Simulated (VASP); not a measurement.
# WSe2 (Amm2) in VASP: further runs

WSe2 is run at these levels: PBE+D3(BJ); tasks: single point.

Program: VASP 6.6.1. These are calculated values, not measurements. Logs are shortened: lines on timing, memory, paths and dates and some standing lists are left out, and cuts for length are marked.

## 1. The cell of the first run

It takes space group Amm2 (No. 38, orthorhombic). The conventional cell has a = 7.333 Å, b = 3.530 Å, c = 4.979 Å, α = 90.00°, β = 90.00°, γ = 90.00°. Within 3.2 Å of W (site symmetry mm2) lie 6 Se at 2.42 to 2.63 Å and 4 W at 3.05 Å. Within 3.2 Å of Se (site symmetry m) lie 3 W at 2.42 to 2.63 Å and 4 Se at 3.05 Å.

## 2. Single point, PBE+D3(BJ)

The input, INCAR:

```
PREC = Accurate
ENCUT = 520
EDIFF = 1E-6
ISMEAR = 0
SIGMA = 0.05
LREAL = F
LASPH = T
NELM = 60
ALGO = Normal
ISIF = 2
LWAVE = F
LCHARG = F
GGA = PE
IVDW = 12
NBANDS = 20
```

The input, KPOINTS:

```
regular mesh
0
Gamma
  9 9 4
```

The input, POSCAR:

```
WSe2
1.0
    3.5303197317      0.0000000000      0.0000000000
   -1.7651598658      2.4894096239      0.0000000000
    0.0000000000      0.0000000000      7.3327815212
W Se
1 2
Direct
    0.0000000000      0.0000000000      0.0000000000
    0.3333333333      0.6666666667      0.2405528385
    0.3333333333      0.6666666667      0.7594471615
```

Potentials or basis: VASP PAW PBE potentials, release 64 (W_sv, Se).

The run is started by

```console
$ cat potpaw_PBE.64/W_sv/POTCAR potpaw_PBE.64/Se/POTCAR > POTCAR
$ mpirun -np 1 vasp_std > vasp.out
```

OUTCAR:

```text
PREC = Accurate
   ENCUT = 520
   EDIFF = 1E-6
   ISMEAR = 0
   LREAL = F
   LASPH = T
   NELM = 60
   ISIF = 2
   GGA = PE
   IVDW = 12
 IVDW          = 12

 ion  position               nearest neighbor table
   1  0.000  0.000  0.000-   2 2.42   3 2.42   2 2.63   3 2.63   2 2.63   3 2.63
   2  0.333  0.667  0.241-   1 2.42   1 2.63   1 2.63
   3  0.333  0.667  0.759-   1 2.42   1 2.63   1 2.63

  Warning from LATTYP: Monoclinic adjustment (A1->A3, A2->A1, A3->A2)!
  LATTYP: Found a base centered orthorhombic cell.
 ALAT       =     3.5303197317
 B/A-ratio  =     1.4103026429
 C/A-ratio  =     2.0770870852

  Lattice vectors:

 A1 = (   1.7651598658,  -2.4894096239,   0.0000000000)
 A2 = (   1.7651598659,   2.4894096239,   0.0000000000)
 A3 = (   0.0000000000,   0.0000000000,   7.3327815212)

Analysis of symmetry for initial positions (statically):
=====================================================================
 Subroutine PRICEL returns:
 Original cell was already a primitive cell.

 Routine SETGRP: Setting up the symmetry group for a
 base centered orthorhombic supercell.

 Subroutine GETGRP returns: Found  4 space group operations
 (whereof  4 operations were pure point group operations)
 out of a pool of  8 trial point group operations.

The static configuration has the point symmetry C_2v.

Analysis of symmetry for dynamics (positions and initial velocities):
=====================================================================
 Subroutine PRICEL returns:
 Original cell was already a primitive cell.

 Routine SETGRP: Setting up the symmetry group for a
 base centered orthorhombic supercell.

 Subroutine GETGRP returns: Found  4 space group operations
 (whereof  4 operations were pure point group operations)
 out of a pool of  8 trial point group operations.

The dynamic configuration has the point symmetry C_2v.

 Subroutine INISYM returns: Found  4 space group operations
 (whereof  4 operations are pure point group operations),
 and found     1 'primitive' translations

----------------------------------------------------------------------------------------

                                     Primitive cell

  volume of cell :      64.4435

  direct lattice vectors                    reciprocal lattice vectors
[... 84 lines left out ...]
   LNONCOLLINEAR =      F non collinear calculations
   LSORBIT =      F    spin-orbit coupling
   LASPH  =      T    aspherical Exc in radial PAW
   ENCUT  =  520.0 eV  38.22 Ry    6.18 a.u.   6.56  5.67 13.63*2*pi/ulx,y,z
   NELM   =     60;   NELMIN=  2; NELMDL= -5     # of ELM steps
   EDIFF  = 0.1E-05   stopping-criterion for ELM
   LREAL  =      F    real-space projection
   EDIFFG = 0.1E-04   stopping-criterion for IOM
   NSW    =      0    number of steps for IOM
   IBRION =     -1    ionic relax: 0-MD 1-quasi-New 2-CG
   NFREE  =      0    steps in history (QN), initial steepest desc. (CG)
   ISIF   =      2    stress and relaxation
   ISYM   =      2    0-nonsym 1-usesym 2-fastsym
   POTIM  = 0.5000    time-step for ionic-motion
   TEBEG  =    0.0;   TEEND  =   0.0 temperature during run
   PSTRESS=    0.0 pullay stress
   NELECT =      26.0000    total number of electrons
   NUPDOWN=      -1.0000    fix difference up-down
   EMIN   =  10.00;   EMAX   =-10.00  energy-range for DOS
   EFERMI =   0.00;   METHOD = LEGACY
   ISMEAR =     0;   SIGMA  =   0.05  broadening in eV -4-tet -1-fermi 0-gaus
   EFERMI_NEDOS =   21; number of points for ismear=-14 and -15
   IALGO  =     38    algorithm
   IMIX   =      4    mixing-type and parameters
     AMIX     =   0.40;   BMIX     =  1.00
     AMIX_MAG =   1.60;   BMIX_MAG =  1.00
  volume/ion in A,a.u.               =      21.48       144.96
  Fermi-wavevector in a.u.,A,eV,Ry     =   1.209687  2.285976 19.909975  1.463342
  Thomas-Fermi vector in A             =   2.345256
   LORBIT       =      0    0 simple, 1 ext, 2 COOP (PROOUT), +10 PAW based schemes
   GGA     = PE    functional components
   LHFCALC =     F    Hartree Fock is set to
   AEXX    =    0.0000 exact exchange contribution
   IVDW    =    12    specifies the selected vdW correction
   LEPSILON=     F    determine dielectric tensor
   LRPA    =     F    only Hartree local field effects (RPA)
 non-spin polarized calculation
 Gauss-broadening in eV      SIGMA  =   0.05
  energy-cutoff  :      520.00
  volume of cell :       64.44
 maximum number of plane-waves:      1758
 NGX is ok and might be reduce to    28

 number of electron      26.0000001 magnetization

 Free energy of the ion-electron system (eV)
  ---------------------------------------------------
  ext. energy  EPLUGINS =         0.00000000
  ---------------------------------------------------
  free energy    TOTEN  =       -20.71275722 eV

  energy without entropy =      -20.71275722  energy(sigma->0) =      -20.71275722

 E-fermi :   6.1482     XC(G=0): -10.2524

 val. band max:        5.7646940688   @ k =   0.4444   0.0000   0.5000
 cond. band min:       6.4676151817   @ k =  -0.3333   0.1111   0.0000
 fundamental gap:      0.7029211129
 Fermi energy:         6.1482323176

 k-point     1 :       0.0000    0.0000    0.0000
  band No.  band energies     occupation
      1     -68.4368      2.00000
      2     -32.8039      2.00000
      3     -32.5753      2.00000
      4     -32.3607      2.00000
      5      -9.7007      2.00000
      6      -8.5594      2.00000
[... 541 lines left out ...]
     19      11.7966      0.00000
     20      12.0737      0.00000

 [... further k-points ...]

------------------------ aborting loop because EDIFF is reached ----------------------------------------

 Edisp (eV)   -1.31433

 E8    (eV) :    -0.5867

  FORCE on cell =-STRESS in cart. coord.  units (eV):
  Direction    XX          YY          ZZ          XY          YZ          ZX
  --------------------------------------------------------------------------------------
  -------------------------------------------------------------------------------------
  Total      -2.31729     9.80198    -2.35797     0.00000     0.00000     0.00000
  in kB     -57.61179   243.69418   -58.62316     0.00000     0.00000     0.00000
  external pressure =       42.49 kB  Pullay stress =        0.00 kB

 VOLUME and BASIS-vectors are now :
 -----------------------------------------------------------------------------
  energy-cutoff  :      520.00
  volume of cell :       64.44
      direct lattice vectors                 reciprocal lattice vectors
     3.530319732  0.000000000  0.000000000     0.283260463  0.200850834  0.000000000
    -1.765159866  2.489409624  0.000000000     0.000000000  0.401701669  0.000000000
     0.000000000  0.000000000  7.332781521     0.000000000  0.000000000  0.136373898

 POSITION                                       TOTAL-FORCE (eV/Angst)
 -----------------------------------------------------------------------------------
      0.00000      0.00000      0.00000        -0.000000     -1.704387      0.000000
     -0.00000      1.65961      1.76392         0.000000      0.852194     -0.519866
     -0.00000      1.65961      5.56886         0.000000      0.852194      0.519866
 -----------------------------------------------------------------------------------
    total drift:                                0.000002     -0.000014     -0.000000

  FREE ENERGIE OF THE ION-ELECTRON SYSTEM (eV)
  ---------------------------------------------------
  free  energy   TOTEN  =       -22.0270840383 eV

  energy  without entropy=      -22.0270840383  energy(sigma->0) =      -22.02708404
```

OSZICAR:

```text
N       E                     dE             d eps       ncg     rms          rms(c)
DAV:   1     0.196283001572E+03    0.19628E+03   -0.12789E+04  3016   0.126E+03
DAV:   2    -0.113967564829E+02   -0.20768E+03   -0.20090E+03  3548   0.329E+02
DAV:   3    -0.214612737657E+02   -0.10065E+02   -0.99349E+01  3784   0.666E+01
DAV:   4    -0.215956720896E+02   -0.13440E+00   -0.13431E+00  3476   0.827E+00
DAV:   5    -0.215972363671E+02   -0.15643E-02   -0.15642E-02  3640   0.979E-01    0.215E+01
DAV:   6    -0.209565597646E+02    0.64068E+00   -0.41845E+00  3328   0.127E+01    0.788E+00
DAV:   7    -0.208383285187E+02    0.11823E+00   -0.24652E+00  3116   0.734E+00    0.484E+00
DAV:   8    -0.207115251587E+02    0.12680E+00   -0.58173E-01  3312   0.439E+00    0.851E-01
DAV:   9    -0.207127508274E+02   -0.12257E-02   -0.27541E-02  3520   0.987E-01    0.578E-01
DAV:  10    -0.207125705419E+02    0.18029E-03   -0.33318E-03  3344   0.436E-01    0.118E-01
DAV:  11    -0.207127018408E+02   -0.13130E-03   -0.27313E-04  3440   0.118E-01    0.776E-02
DAV:  12    -0.207127348592E+02   -0.33018E-04   -0.59447E-05  3392   0.454E-02    0.201E-02
DAV:  13    -0.207127563756E+02   -0.21516E-04   -0.19123E-05  3324   0.262E-02    0.711E-03
DAV:  14    -0.207127572198E+02   -0.84416E-06   -0.21718E-06  3260   0.799E-03
   1 F= -.22027084E+02 E0= -.22027084E+02  d E =-.663371E-21
```

stdout:

```text
POSCAR found type information on POSCAR W Se
 POSCAR found :  2 types and       3 ions
 scaLAPACK will be used
 LDA part: xc-table for (Slater+PW92), standard interpolation
 POSCAR, INCAR and KPOINTS ok, starting setup
 FFT: planning ... GRIDC
 FFT: planning ... GRID_SOFT
 FFT: planning ... GRID
 WAVECAR not read
 entering main loop
```

Run time: 88 s. Hardware: 1 thread of AMD EPYC 7R13, shared host; peak memory 0.26 GiB.

What came out:

| Property | Result |
| --- | --- |
| Free energy | -22.0271 eV |
| Pressure | 4.2 GPa |
| Largest force | 1.704 eV/Å |
| Band gap on the k mesh | 0.70 eV (least direct gap 0.92 eV) |
| Dispersion energy per atom | -0.438 eV |

Forces on the atoms (eV/Å):
```
W    0.000 -1.704  0.000
Se   0.000  0.852 -0.520
Se   0.000  0.852  0.520
```

Levels at points of the mesh, in eV from the valence-band top:
```csv
k point,band 10,band 11,band 12,band 13,band 14,band 15,band 16,band 17
"(0.00, 0.00, 0.00)",-1.94,-1.25,-0.64,-0.58,2.12,2.14,3.37,3.57
"(0.00, 0.00, 0.50)",-1.38,-1.27,-0.72,-0.36,2.06,2.23,3.46,3.59
```

Caveat: the cell differs from its parent crystal (strain +e along x and -e along y +0.1000, strain +e along z and -e/2 along x and y +0.0467); the stress differs along the axes, from -6 to 24 GPa; spin-orbit coupling is left out, which moves the levels of the heavy elements; forces of over 1 eV/Å act on the atoms, so gaps and moduli don't describe the material at rest. A k mesh can miss the band edges.

## 3. Single point, PBE+D3(BJ)

This run uses another cell than the first one, of the same volume but with other edges.

The input, INCAR:

```
ALGO = Normal
EDIFF = 1E-6
ENCUT = 520
GGA = PE
ISIF = 2
ISMEAR = 0
IVDW = 12
LASPH = T
LCHARG = F
LREAL = F
LWAVE = F
NBANDS = 20
NELM = 60
PREC = Accurate
SIGMA = 0.05
```

The input, KPOINTS:

```
k-points
0
Gamma
  9 9 4
```

The input, POSCAR:

```
WSe2
1.0
    3.6834483542      0.0000000000      0.0000000000
   -1.8417241771      2.6220229011      0.0000000000
    0.0000000000      0.0000000000      6.6784566964
W Se
1 2
Direct
    0.0000000000      0.0000000000      0.0000000000
    0.3333333333      0.6666666667      0.2405528385
    0.3333333333      0.6666666667      0.7594471615
```

Potentials or basis: VASP PAW PBE potentials, release 64 (W_sv, Se).

The run is started by

```console
$ cat potpaw_PBE.64/W_sv/POTCAR potpaw_PBE.64/Se/POTCAR > POTCAR
$ mpirun -np 1 vasp_std > vasp.out
```

It took 78 s on 1 thread of AMD EPYC 7R13, shared host; peak memory 0.25 GiB.

Results (log left out):

```
Free energy                : -22.2318 eV
Pressure                   : 5.5 GPa
Largest force              : 2.487 eV/Å
Band gap on the k mesh     : 0.73 eV (least direct gap 1.32 eV)
Dispersion energy per atom : -0.437 eV
```

Forces in eV/Å, atoms in the order of the input:
```
W    0.000 -2.487  0.000
Se   0.000  1.244  1.028
Se   0.000  1.244 -1.028
```

Stress tensor (GPa, compression positive):
```
-8.92  0.00  0.00
 0.00 15.26  0.00
 0.00  0.00 10.16
```

Levels at points of the mesh, in eV from the valence-band top:
```csv
k point,band 11,band 12,band 13,band 14,band 15,band 16
"(0.00, 0.00, 0.00)",-2.03,-0.97,-0.92,1.70,2.00,3.19
"(0.00, 0.00, 0.50)",-2.08,-1.70,0.00,1.57,2.21,3.01
```

Caveat: the cell differs from its parent crystal (strain +e along x and -e along y +0.1000, strain +e along z and -e/2 along x and y -0.0467); the stress differs along the axes, from -9 to 15 GPa; spin-orbit coupling is left out, which moves the levels of the heavy elements; forces of over 1 eV/Å act on the atoms, so gaps and moduli don't describe the material at rest. A k mesh can miss the band edges.

## 4. Single point, PBE+D3(BJ)

This run uses another cell than the first one, of the same volume but with other edges.

The input, INCAR:

```
SYSTEM = WSe2
PREC = Accurate
ENCUT = 520
EDIFF = 1E-7
ISMEAR = 0
SIGMA = 0.05
LREAL = .False.
LASPH = .True.
NELM = 100
ALGO = Normal
ISIF = 2
LWAVE = .False.
LCHARG = .False.
GGA = PE
IVDW = 12
NBANDS = 20
```

The input, KPOINTS:

```
regular mesh
0
Gamma
  9 9 4
  0 0 0
```

The input, POSCAR:

```
WSe2
1.0
    2.8745226330      0.0000000000      0.0000000000
   -1.4372613165      3.0573465711      0.0000000000
    0.0000000000      0.0000000000      7.3327815212
W Se
1 2
Direct
    0.0000000000      0.0000000000      0.0000000000
    0.3333333333      0.6666666667      0.2405528385
    0.3333333333      0.6666666667      0.7594471615
```

Potentials or basis: VASP PAW PBE potentials, release 64 (W_sv, Se).

The run is started by

```console
$ cat potpaw_PBE.64/W_sv/POTCAR potpaw_PBE.64/Se/POTCAR > POTCAR
$ mpirun -np 1 vasp_std > vasp.out
```

OUTCAR:

```text
SYSTEM = WSe2
   PREC = Accurate
   ENCUT = 520
   EDIFF = 1E-7
   ISMEAR = 0
   LREAL = .False.
   LASPH = .True.
   NELM = 100
   ISIF = 2
   GGA = PE
   IVDW = 12
 IVDW          = 12

 ion  position               nearest neighbor table
   1  0.000  0.000  0.000-   2 2.49   3 2.49   2 2.49   3 2.49   2 2.70   3 2.70
   2  0.333  0.667  0.241-   1 2.49   1 2.49   1 2.70
   3  0.333  0.667  0.759-   1 2.49   1 2.49   1 2.70

  LATTYP: Found a base centered orthorhombic cell.
 ALAT       =     2.8745226330
 B/A-ratio  =     2.1272029909
 C/A-ratio  =     2.5509562656
[... 746 lines left out ...]

 Edisp (eV)   -1.31435

 E8    (eV) :    -0.5868

  FORCE on cell =-STRESS in cart. coord.  units (eV):
  Direction    XX          YY          ZZ          XY          YZ          ZX
  --------------------------------------------------------------------------------------
  -------------------------------------------------------------------------------------
  Total      12.41364    -4.30001    -2.13612     0.00000     0.00000     0.00000
  in kB     308.62460  -106.90563   -53.10761     0.00000     0.00000     0.00000
  external pressure =       49.54 kB  Pullay stress =        0.00 kB

 VOLUME and BASIS-vectors are now :
 -----------------------------------------------------------------------------
  energy-cutoff  :      520.00
  volume of cell :       64.44
      direct lattice vectors                 reciprocal lattice vectors
     2.874522633  0.000000000  0.000000000     0.347883850  0.163540504  0.000000000
    -1.437261317  3.057346571  0.000000000     0.000000000  0.327081009  0.000000000
     0.000000000  0.000000000  7.332781521     0.000000000  0.000000000  0.136373898

 POSITION                                       TOTAL-FORCE (eV/Angst)
 -----------------------------------------------------------------------------------
      0.00000      0.00000      0.00000        -0.000000      0.904915      0.000000
     -0.00000      2.03823      1.76392         0.000000     -0.452457     -0.428648
     -0.00000      2.03823      5.56886         0.000000     -0.452457      0.428648
 -----------------------------------------------------------------------------------
    total drift:                                0.000000      0.000011      0.000000

  FREE ENERGIE OF THE ION-ELECTRON SYSTEM (eV)
  ---------------------------------------------------
  free  energy   TOTEN  =       -21.8592457680 eV

  energy  without entropy=      -21.8584792686  energy(sigma->0) =      -21.85886252
```

It took 95 s on 1 thread of AMD EPYC 7R13, shared host; peak memory 0.26 GiB.

Results:

| Property | Result |
| --- | --- |
| Free energy | -21.8592 eV |
| Pressure | 5.0 GPa |
| Largest force | 0.905 eV/Å |
| Band gap on the k mesh | zero (bands 13 and 14 overlap by 0.37 eV) |
| Dispersion energy per atom | -0.438 eV |

Forces in eV/Å, atoms in the order of the input:
```
W    0.000  0.905  0.000
Se   0.000 -0.452 -0.429
Se   0.000 -0.452  0.429
```

Stress tensor (GPa, compression positive):
```
 30.86   0.00   0.00
  0.00 -10.69   0.00
  0.00   0.00  -5.31
```

Levels at points of the mesh, in eV from the Fermi level:
| k point | band 9 | band 10 | band 11 | band 12 | band 13 | band 14 | band 15 | band 16 | band 17 | band 18 |
| --- | --- | --- | --- | --- | --- | --- | --- | --- | --- | --- |
| (0.00, 0.00, 0.00) | -3.49 | -2.59 | -2.36 | -1.31 | -0.84 | 0.95 | 1.04 | 3.30 | 3.39 | 3.47 |
| (0.00, 0.00, 0.50) | -4.23 | -2.52 | -1.89 | -1.31 | -0.85 | 0.94 | 1.15 | 3.41 | 3.46 | 4.23 |

Caveat: the cell differs from its parent crystal (strain +e along x and -e along y -0.1000, strain +e along z and -e/2 along x and y +0.0467); the stress differs along the axes, from -11 to 31 GPa; spin-orbit coupling is left out, which moves the levels of the heavy elements.

## 5. The runs side by side

```tsv
cell	gap on the mesh (eV)	pressure (GPa)	largest force (eV/Å)
a = 3.530, b = 3.052, c = 7.333 Å, angles 90.0, 90.0, 125.3°, 3 atoms	0.70	4.2	1.70
a = 3.683, b = 3.204, c = 6.678 Å, angles 90.0, 90.0, 125.1°, 3 atoms	0.73	5.5	2.49
a = 2.875, b = 3.378, c = 7.333 Å, angles 90.0, 90.0, 115.2°, 3 atoms	none	5.0	0.90
```

Alike in all rows: task single point; level PBE+D3(BJ); potentials or basis VASP PAW PBE potentials, release 64 (W_sv, Se); no spin polarisation; k mesh 9 × 9 × 4; cutoff (eV) 520; smearing gaussian 0.05 eV.

Caveats: spin-orbit coupling is left out, which moves the levels of the heavy elements; forces of over 1 eV/Å act on the atoms, so gaps and moduli don't describe the material at rest (at least some runs); the stress differs along the axes, from -6 to 24 GPa (at least some runs); the stress differs along the axes, from -9 to 15 GPa (at least some runs); the stress differs along the axes, from -11 to 31 GPa (at least some runs).

Absolute energies hang on the potentials; compare differences alone.

The gap in the log of VASP goes by the Fermi energy; the results here count the filled bands.